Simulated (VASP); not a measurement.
# Bi2Se3 (R-3m) in VASP: further runs

Bi2Se3 is run at these levels: PBEsol; tasks: single point.

All numbers are computed with VASP 6.6.1; they aren't measurements. Logs are shortened: lines on timing, memory, paths and dates and some standing lists are left out, and cuts for length are marked.

## Step 1: The cell of the first run

Symmetry: R-3m, No. 166, trigonal system. The conventional cell has a = 4.130 Å, b = 4.130 Å, c = 28.620 Å, α = 90.00°, β = 90.00°, γ = 120.00°. Bi (site symmetry 3m) has 6 Se at 2.85 to 3.06 Å within 3.8 Å. Se (site symmetry -3m) has 6 Bi at 3.06 Å and 12 Se at 4.13 to 4.22 Å within 4.3 Å. Within 3.8 Å of Se (site symmetry 3m) lie 3 Bi at 2.85 Å and 3 Se at 3.51 Å.

## Step 2: Single point, PBEsol

Input file INCAR:

```
SYSTEM = Bi2Se3
  PREC = Accurate
  ENCUT = 520
  EDIFF = 1E-7
  ISMEAR = 0
  SIGMA = 0.03
  LREAL = .FALSE.
  LASPH = .TRUE.
  NELM = 60
  ALGO = Normal
  ISIF = 2
  LWAVE = .FALSE.
  LCHARG = .FALSE.
  GGA = PS
  NBANDS = 32
```

Input file KPOINTS:

```
Automatic mesh
0
G
  12 12 12
  0 0 0
```

Input file POSCAR:

```
Bi2Se3
1.0
    2.0651704458      1.1923267128      9.5399066942
   -2.0651704458      1.1923267128      9.5399066942
    0.0000000000     -2.3846534256      9.5399066942
Bi Se
2 3
Direct
    0.4002583896      0.4002583896      0.4002583896
    0.5997416104      0.5997416104      0.5997416104
    0.0000000000      0.0000000000      0.0000000000
    0.2116390870      0.2116390870      0.2116390870
    0.7883609130      0.7883609130      0.7883609130
```

Potentials or basis: VASP PAW PBE potentials, release 64 (Bi_d, Se).

Started as:

```bash
> cat potpaw_PBE.64/Bi_d/POTCAR potpaw_PBE.64/Se/POTCAR > POTCAR
> mpirun -np 1 vasp_std > vasp.out
```

OUTCAR:

```text
SYSTEM = Bi2Se3
   PREC = Accurate
   ENCUT = 520
   EDIFF = 1E-7
   ISMEAR = 0
   LREAL = .FALSE.
   LASPH = .TRUE.
   NELM = 60
   ISIF = 2
   GGA = PS

 ion  position               nearest neighbor table
   1  0.400  0.400  0.400-   5 2.85   5 2.85   5 2.85   3 3.06   3 3.06   3 3.06
   2  0.600  0.600  0.600-   4 2.85   4 2.85   4 2.85   3 3.06   3 3.06   3 3.06
   3  0.000  0.000  0.000-   2 3.06   1 3.06   2 3.06   2 3.06   1 3.06   1 3.06
   4  0.212  0.212  0.212-   2 2.85   2 2.85   2 2.85
   5  0.788  0.788  0.788-   1 2.85   1 2.85   1 2.85

  LATTYP: Found a trigonal (rhomboedric) cell.
 ALAT       =     9.8334323455
 COS(alpha) =     0.9117872157

  Lattice vectors:

 A1 = (   2.0651704458,   1.1923267128,   9.5399066942)
 A2 = (  -2.0651704458,   1.1923267128,   9.5399066942)
 A3 = (   0.0000000000,  -2.3846534256,   9.5399066942)

Analysis of symmetry for initial positions (statically):
=====================================================================
 Subroutine PRICEL returns:
 Original cell was already a primitive cell.

 Routine SETGRP: Setting up the symmetry group for a
 trigonal (rhombohedral) supercell.

 Subroutine GETGRP returns: Found 12 space group operations
 (whereof 12 operations were pure point group operations)
 out of a pool of 12 trial point group operations.

The static configuration has the point symmetry D_3d.

Analysis of symmetry for dynamics (positions and initial velocities):
=====================================================================
 Subroutine PRICEL returns:
 Original cell was already a primitive cell.

 Routine SETGRP: Setting up the symmetry group for a
 trigonal (rhombohedral) supercell.

 Subroutine GETGRP returns: Found 12 space group operations
 (whereof 12 operations were pure point group operations)
 out of a pool of 12 trial point group operations.

The dynamic configuration has the point symmetry D_3d.

 Subroutine INISYM returns: Found 12 space group operations
 (whereof 12 operations are pure point group operations),
 and found     1 'primitive' translations

----------------------------------------------------------------------------------------

                                     Primitive cell

  volume of cell :     140.9440

  direct lattice vectors                    reciprocal lattice vectors
     2.065170446  1.192326713  9.539906694     0.242110767  0.139782716  0.034940943
[... 94 lines left out ...]
   EDIFFG = 0.1E-05   stopping-criterion for IOM
   NSW    =      0    number of steps for IOM
   IBRION =     -1    ionic relax: 0-MD 1-quasi-New 2-CG
   NFREE  =      0    steps in history (QN), initial steepest desc. (CG)
   ISIF   =      2    stress and relaxation
   ISYM   =      2    0-nonsym 1-usesym 2-fastsym
   POTIM  = 0.5000    time-step for ionic-motion
   TEBEG  =    0.0;   TEEND  =   0.0 temperature during run
   PSTRESS=    0.0 pullay stress
   NELECT =      48.0000    total number of electrons
   NUPDOWN=      -1.0000    fix difference up-down
   EMIN   =  10.00;   EMAX   =-10.00  energy-range for DOS
   EFERMI =   0.00;   METHOD = LEGACY
   ISMEAR =     0;   SIGMA  =   0.03  broadening in eV -4-tet -1-fermi 0-gaus
   EFERMI_NEDOS =   21; number of points for ismear=-14 and -15
   IALGO  =     38    algorithm
   IMIX   =      4    mixing-type and parameters
     AMIX     =   0.40;   BMIX     =  1.00
     AMIX_MAG =   1.60;   BMIX_MAG =  1.00
  volume/ion in A,a.u.               =      28.19       190.23
  Fermi-wavevector in a.u.,A,eV,Ry     =   1.143246  2.160422 17.782973  1.307012
  Thomas-Fermi vector in A             =   2.279942
   LORBIT       =      0    0 simple, 1 ext, 2 COOP (PROOUT), +10 PAW based schemes
   GGA     = PS    functional components
   LHFCALC =     F    Hartree Fock is set to
   AEXX    =    0.0000 exact exchange contribution
   IVDW    =     0    specifies the selected vdW correction
   LEPSILON=     F    determine dielectric tensor
   LRPA    =     F    only Hartree local field effects (RPA)
 non-spin polarized calculation
 Gauss-broadening in eV      SIGMA  =   0.03
  energy-cutoff  :      520.00
  volume of cell :      140.94
 maximum number of plane-waves:      3839
 NGX is ok and might be reduce to    80
   NGX = 37   NGY = 37   NGZ = 37

 number of electron      48.0000004 magnetization

 Free energy of the ion-electron system (eV)
  ---------------------------------------------------
  ext. energy  EPLUGINS =         0.00000000
  ---------------------------------------------------
  free energy    TOTEN  =       -22.05101040 eV

  energy without entropy =      -22.05101005  energy(sigma->0) =      -22.05101022

 E-fermi :   4.9823     XC(G=0):  -9.7123

 val. band max:        4.9222390887   @ k =   0.0000   0.0000   0.0000
 cond. band min:       5.0423967312   @ k =   0.0000   0.0000   0.0000
 fundamental gap:      0.1201576425
 Fermi energy:         4.9823179388

 k-point     1 :       0.0000    0.0000    0.0000
  band No.  band energies     occupation
      1     -18.1329      2.00000
      2     -18.1329      2.00000
      3     -18.1308      2.00000
      4     -18.1308      2.00000
      5     -18.1231      2.00000
      6     -18.1203      2.00000
[... 829 lines left out ...]
     31       9.6928      0.00000
     32      10.7278      0.00000

 [... further k-points ...]

------------------------ aborting loop because EDIFF is reached ----------------------------------------

  FORCE on cell =-STRESS in cart. coord.  units (eV):
  Direction    XX          YY          ZZ          XY          YZ          ZX
  --------------------------------------------------------------------------------------
  -------------------------------------------------------------------------------------
  Total        0.0315293      0.0315293      0.0231367     -0.0000000     -0.0000000      0.0000000
  in kB        0.3584084      0.3584084      0.2630055     -0.0000000     -0.0000000      0.0000000
  external PRESSURE =       0.3266074 kB  Pullay stress =       0.0000000 kB

 VOLUME and BASIS-vectors are now :
 -----------------------------------------------------------------------------
  energy-cutoff  :      520.00
  volume of cell :      140.94
      direct lattice vectors                 reciprocal lattice vectors
     2.065170446  1.192326713  9.539906694     0.242110767  0.139782716  0.034940943
    -2.065170446  1.192326713  9.539906694    -0.242110767  0.139782716  0.034940943
     0.000000000 -2.384653426  9.539906694     0.000000000 -0.279565433  0.034940943

 POSITION                                       TOTAL-FORCE (eV/Angst)
 -----------------------------------------------------------------------------------
      0.00000      0.00000     11.45528         0.000000      0.000000     -0.014917
      0.00000      0.00000     17.16444         0.000000     -0.000000      0.014917
      0.00000      0.00000      0.00000         0.000000     -0.000000     -0.000000
      0.00000      0.00000      6.05705         0.000000      0.000000     -0.015532
      0.00000      0.00000     22.56267         0.000000      0.000000      0.015532
 -----------------------------------------------------------------------------------
    total drift:                                0.000000      0.000000      0.000000

  FREE ENERGIE OF THE ION-ELECTRON SYSTEM (eV)
  ---------------------------------------------------
  free  energy   TOTEN  =       -22.0510104007 eV

  energy  without entropy=      -22.0510100457  energy(sigma->0) =      -22.05101022
```

It took 45 min on 1 thread of Intel Xeon 6975P-C (Granite Rapids), shared host; peak memory 1.4 GiB.

What came out:

| Quantity | Value |
| --- | --- |
| Free energy | -22.0510 eV |
| Pressure | 0.0 GPa |
| Largest force | 0.016 eV/Å |
| Band gap on the k mesh | 0.12 eV |

Forces on the atoms (eV/Å):
```
Bi   0.000  0.000 -0.015
Bi   0.000  0.000  0.015
Se   0.000  0.000  0.000
Se   0.000  0.000 -0.016
Se   0.000  0.000  0.016
```

Caveat: the PAW data sets were made with another functional, which shifts forces and pressure a little; spin-orbit coupling is left out, which moves the levels of the heavy elements. A k mesh can miss the band edges.

## Step 3: Single point, PBEsol

Input file INCAR:

```
ALGO = Normal ; EDIFF = 1E-6
ENCUT = 520 ; GGA = PS
ISIF = 2 ; ISMEAR = 0
LASPH = T ; LCHARG = T
LELF = T ; LREAL = F
LVHAR = T ; LWAVE = F
NBANDS = 32 ; NELM = 100
PREC = Accurate ; SIGMA = 0.01
```

Input file KPOINTS:

```
k-points
0
Gamma
  12 12 12
```

Input file POSCAR:

```
Bi2Se3
1.0
    2.0651704036      1.1923266884      9.5399075660
   -2.0651704036      1.1923266884      9.5399075660
    0.0000000000     -2.3846533769      9.5399075660
Bi Se
2 3
Direct
    0.4002583880      0.4002583880      0.4002583880
    0.5997416120      0.5997416120      0.5997416120
    0.0000000000      0.0000000000      0.0000000000
    0.2116390919      0.2116390919      0.2116390919
    0.7883609081      0.7883609081      0.7883609081
```

Potentials or basis: VASP PAW PBE potentials, release 64 (Bi_d, Se).

Started as:

```bash
> cat potpaw_PBE.64/Bi_d/POTCAR potpaw_PBE.64/Se/POTCAR > POTCAR
> mpirun -np 1 vasp_std > vasp.out
```

Run time: 74 min. Hardware: 1 thread of AMD EPYC 7R43 (Zen 3), shared host; peak memory 1.4 GiB.

It converged, with:

| Item | Value |
| --- | --- |
| Free energy | -22.0510 eV |
| Pressure | 0.0 GPa |
| Largest force | 0.015 eV/Å |
| Band gap on the k mesh | 0.12 eV |

Forces on the atoms (eV/Å):
```
Bi   0.000  0.000 -0.014
Bi   0.000  0.000  0.014
Se   0.000  0.000  0.000
Se   0.000  0.000 -0.015
Se   0.000  0.000  0.015
```

Levels at points of the mesh, in eV from the valence-band top:
```tsv
k point	band 20	band 21	band 22	band 23	band 24	band 25	band 26	band 27	band 28	band 29
(0.00, 0.00, 0.00)	-1.85	-1.85	-1.23	-1.23	0.00	0.12	1.33	1.33	2.08	2.70
(0.50, 0.00, 0.00)	-3.07	-3.03	-2.23	-1.26	-0.58	0.76	1.84	2.92	3.08	3.91
(0.50, 0.50, 0.00)	-2.58	-1.96	-1.94	-1.70	-1.04	1.26	1.88	2.52	2.96	3.49
(0.50, 0.50, 0.50)	-1.61	-1.57	-1.43	-1.43	-0.52	0.61	1.64	1.64	2.00	2.35
```

Caveat: the PAW data sets were made with another functional, which shifts forces and pressure a little; spin-orbit coupling is left out, which moves the levels of the heavy elements.

## Step 4: Single point, PBEsol

Input file INCAR:

```
ALGO = Normal
EDIFF = 1E-7
ENCUT = 520
GGA = PS
ISIF = 2
ISMEAR = 0
LASPH = True
LCHARG = False
LREAL = False
LWAVE = False
NBANDS = 32
NELM = 100
PREC = Accurate
SIGMA = 0.01
```

KPOINTS is that of step 3.

Input file POSCAR:

```
Bi2Se3
1.0
    2.0651114676      1.1922926617      9.5383163021
   -2.0651114676      1.1922926617      9.5383163021
    0.0000000000     -2.3845853234      9.5383163020
Bi Se
2 3
Direct
    0.4002411096      0.4002411096      0.4002411096
    0.5997588904      0.5997588904      0.5997588904
    0.0000000000      0.0000000000      0.0000000000
    0.2116492651      0.2116492651      0.2116492651
    0.7883507349      0.7883507349      0.7883507349
```

Potentials or basis: VASP PAW PBE potentials, release 64 (Bi_d, Se).

Started as:

```bash
> cat potpaw_PBE.64/Bi_d/POTCAR potpaw_PBE.64/Se/POTCAR > POTCAR
> mpirun -np 1 vasp_std > vasp.out
```

OUTCAR:

```text
EDIFF = 1E-7
   ENCUT = 520
   GGA = PS
   ISIF = 2
   ISMEAR = 0
   LASPH = True
   LREAL = False
   NELM = 100
   PREC = Accurate

 ion  position               nearest neighbor table
   1  0.400  0.400  0.400-   5 2.85   5 2.85   5 2.85   3 3.06   3 3.06   3 3.06
   2  0.600  0.600  0.600-   4 2.85   4 2.85   4 2.85   3 3.06   3 3.06   3 3.06
   3  0.000  0.000  0.000-   2 3.06   2 3.06   1 3.06   1 3.06   2 3.06   1 3.06
   4  0.212  0.212  0.212-   2 2.85   2 2.85   2 2.85
   5  0.788  0.788  0.788-   1 2.85   1 2.85   1 2.85

  LATTYP: Found a trigonal (rhomboedric) cell.
 ALAT       =     9.8318729164
 COS(alpha) =     0.9117642707

  Lattice vectors:

 A1 = (   2.0651114676,   1.1922926617,   9.5383163021)
 A2 = (  -2.0651114676,   1.1922926617,   9.5383163021)
 A3 = (   0.0000000000,  -2.3845853234,   9.5383163020)

Analysis of symmetry for initial positions (statically):
=====================================================================
 Subroutine PRICEL returns:
 Original cell was already a primitive cell.

 Routine SETGRP: Setting up the symmetry group for a
 trigonal (rhombohedral) supercell.

 Subroutine GETGRP returns: Found 12 space group operations
 (whereof 12 operations were pure point group operations)
 out of a pool of 12 trial point group operations.

The static configuration has the point symmetry D_3d.

Analysis of symmetry for dynamics (positions and initial velocities):
=====================================================================
 Subroutine PRICEL returns:
 Original cell was already a primitive cell.

 Routine SETGRP: Setting up the symmetry group for a
 trigonal (rhombohedral) supercell.

 Subroutine GETGRP returns: Found 12 space group operations
 (whereof 12 operations were pure point group operations)
 out of a pool of 12 trial point group operations.
[... 124 lines left out ...]
   IALGO  =     38    algorithm
   IMIX   =      4    mixing-type and parameters
     AMIX     =   0.40;   BMIX     =  1.00
     AMIX_MAG =   1.60;   BMIX_MAG =  1.00
  volume/ion in A,a.u.               =      28.18       190.18
  Fermi-wavevector in a.u.,A,eV,Ry     =   1.143331  2.160583 17.785627  1.307207
  Thomas-Fermi vector in A             =   2.280027
   LORBIT       =      0    0 simple, 1 ext, 2 COOP (PROOUT), +10 PAW based schemes
   GGA     = PS    functional components
   LHFCALC =     F    Hartree Fock is set to
   AEXX    =    0.0000 exact exchange contribution
   IVDW    =     0    specifies the selected vdW correction
   LEPSILON=     F    determine dielectric tensor
   LRPA    =     F    only Hartree local field effects (RPA)
 non-spin polarized calculation
 Gauss-broadening in eV      SIGMA  =   0.01
  energy-cutoff  :      520.00
  volume of cell :      140.91
 maximum number of plane-waves:      3839
 NGX is ok and might be reduce to    80
   NGX = 37   NGY = 37   NGZ = 37

 number of electron      48.0000004 magnetization

 Free energy of the ion-electron system (eV)
  ---------------------------------------------------
  ext. energy  EPLUGINS =         0.00000000
  ---------------------------------------------------
  free energy    TOTEN  =       -22.05100034 eV

  energy without entropy =      -22.05100034  energy(sigma->0) =      -22.05100034

 E-fermi :   4.9927     XC(G=0):  -9.7132

 val. band max:        4.9245015890   @ k =   0.0000   0.0000   0.0000
 cond. band min:       5.0438831272   @ k =   0.0000   0.0000   0.0000
 fundamental gap:      0.1193815383
 Fermi energy:         4.9927103208

 k-point     1 :       0.0000    0.0000    0.0000
  band No.  band energies     occupation
      1     -18.1304      2.00000
      2     -18.1304      2.00000
      3     -18.1283      2.00000
      4     -18.1283      2.00000
      5     -18.1206      2.00000
      6     -18.1179      2.00000
[... 829 lines left out ...]
     31       9.6941      0.00000
     32      10.7308      0.00000

 [... further k-points ...]

------------------------ aborting loop because EDIFF is reached ----------------------------------------

  FORCE on cell =-STRESS in cart. coord.  units (eV):
  Direction    XX          YY          ZZ          XY          YZ          ZX
  --------------------------------------------------------------------------------------
  -------------------------------------------------------------------------------------
  Total        0.0433468      0.0433468      0.0428096      0.0000000      0.0000000      0.0000000
  in kB        0.4928542      0.4928542      0.4867458      0.0000000      0.0000000      0.0000000
  external PRESSURE =       0.4908180 kB  Pullay stress =       0.0000000 kB

 VOLUME and BASIS-vectors are now :
 -----------------------------------------------------------------------------
  energy-cutoff  :      520.00
  volume of cell :      140.91
      direct lattice vectors                 reciprocal lattice vectors
     2.065111468  1.192292662  9.538316302     0.242117681  0.139786708  0.034946769
    -2.065111468  1.192292662  9.538316302    -0.242117681  0.139786708  0.034946769
     0.000000000 -2.384585323  9.538316302     0.000000000 -0.279573417  0.034946769

 POSITION                                       TOTAL-FORCE (eV/Angst)
 -----------------------------------------------------------------------------------
      0.00000      0.00000     11.45288         0.000000     -0.000000     -0.011942
      0.00000      0.00000     17.16207         0.000000      0.000000      0.011942
      0.00000      0.00000      0.00000         0.000000      0.000000      0.000000
      0.00000      0.00000      6.05633         0.000000     -0.000000     -0.016644
      0.00000      0.00000     22.55862         0.000000      0.000000      0.016644
 -----------------------------------------------------------------------------------
    total drift:                                0.000000      0.000000     -0.000000

  FREE ENERGIE OF THE ION-ELECTRON SYSTEM (eV)
  ---------------------------------------------------
  free  energy   TOTEN  =       -22.0510003384 eV

  energy  without entropy=      -22.0510003384  energy(sigma->0) =      -22.05100034
```

stdout:

```text
POSCAR found type information on POSCAR BiSe
 POSCAR found :  2 types and       5 ions
 scaLAPACK will be used
 -----------------------------------------------------------------------------
|                                                                             |
|                                                                             |
|     You enforced a specific xc type in the INCAR file but a different       |
|     I HOPE YOU KNOW WHAT YOU ARE DOING!                                     |
|                                                                             |
 -----------------------------------------------------------------------------

 LDA part: xc-table for (Slater+PW92), standard interpolation
 POSCAR, INCAR and KPOINTS ok, starting setup
 FFT: planning ... GRIDC
 FFT: planning ... GRID_SOFT
 FFT: planning ... GRID
 WAVECAR not read
 entering main loop
```

Run time: 81 min. Hardware: 1 thread of AMD EPYC 7R43 (Zen 3), shared host; peak memory 1.4 GiB.

What came out:

```
Free energy            : -22.0510 eV
Pressure               : 0.0 GPa
Largest force          : 0.017 eV/Å
Band gap on the k mesh : 0.12 eV
```

Forces on the atoms (eV/Å):
```
Bi   0.000  0.000 -0.012
Bi   0.000  0.000  0.012
Se   0.000  0.000  0.000
Se   0.000  0.000 -0.017
Se   0.000  0.000  0.017
```

Caveat: the PAW data sets were made with another functional, which shifts forces and pressure a little; spin-orbit coupling is left out, which moves the levels of the heavy elements. A k mesh can miss the band edges.

## Step 5: Overview

```csv
cell,smearing,gap on the mesh (eV),pressure (GPa),largest force (eV/Å)
"a = 9.833 Å, angles 24.2°, 5 atoms",gaussian 0.03 eV,0.12,0.0,0.02
"a = 9.833 Å, angles 24.2°, 5 atoms",gaussian 0.01 eV,0.12,0.0,0.02
"a = 9.832 Å, angles 24.2°, 5 atoms",gaussian 0.01 eV,0.12,0.0,0.02
```

Alike in all rows: task single point; level PBEsol; potentials or basis VASP PAW PBE potentials, release 64 (Bi_d, Se); no spin polarisation; k mesh 12 × 12 × 12; cutoff (eV) 520.

Caveats: the PAW data sets were made with another functional, which shifts forces and pressure a little; spin-orbit coupling is left out, which moves the levels of the heavy elements.

Absolute energies hang on the potentials; compare differences alone.
